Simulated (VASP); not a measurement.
Write the native input for VASP 6.6.1 that does the following.

| Property | Result |
| --- | --- |
| Task | single point |
| Functional | PBEsol |
| Potentials or basis | VASP PAW PBE potentials, release 64 (Ti_sv, Au) |
| Cutoff | 520 eV |
| k mesh | 14 × 14 × 14 |
| Occupations | gaussian, width 0.15 eV |
| Spin | no spin polarisation |
| Dipole correction | no |
| Further INCAR settings | ALGO = Fast; EDIFF = 1e-07; NBANDS = 18 |

The structure of TiAu lies in POSCAR:

```
TiAu
1.0
    3.2540000000      0.0000000000      0.0000000000
    0.0000000000      3.2540000000      0.0000000000
    0.0000000000      0.0000000000      3.2540000000
Ti Au
1 1
Direct
    0.5000000000      0.5268899816      0.5000000000
    0.0000000000      0.0000000000      0.0000000000
```

This cell differs from its parent crystal: all Ti atoms moved +0.087 Å, as atom 1 along Cartesian [0 1 0].

One way to write it, as run:

INCAR

```
PREC = Accurate
ENCUT = 520
EDIFF = 1E-7
ISMEAR = 0
SIGMA = 0.15
LREAL = False
LASPH = True
NELM = 60
ALGO = Fast
ISIF = 2
LWAVE = False
LCHARG = False
GGA = PS
NBANDS = 18
```

KPOINTS

```
regular mesh
0
Gamma
  14 14 14
```

Potentials or basis: VASP PAW PBE potentials, release 64 (Ti_sv, Au).

Run with:

```sh
$ cat potpaw_PBE.64/Ti_sv/POTCAR potpaw_PBE.64/Au/POTCAR > POTCAR
$ mpirun -np 1 vasp_std > vasp.out
```

Results of the run:

```json
{
 "Pressure": "-4.8 GPa",
 "Largest force": "0.211 eV/Å"
}
```

Caveat: the cell differs from its parent crystal (all Ti atoms moved +0.087 Å, as atom 1 along Cartesian [0 1 0]); the PAW data sets were made with another functional, which shifts forces and pressure a little.

It took 110 s on 1 thread of Intel(R) Xeon(R) 6975P-C (Granite Rapids), on a shared host, peak memory 0.29 GiB.
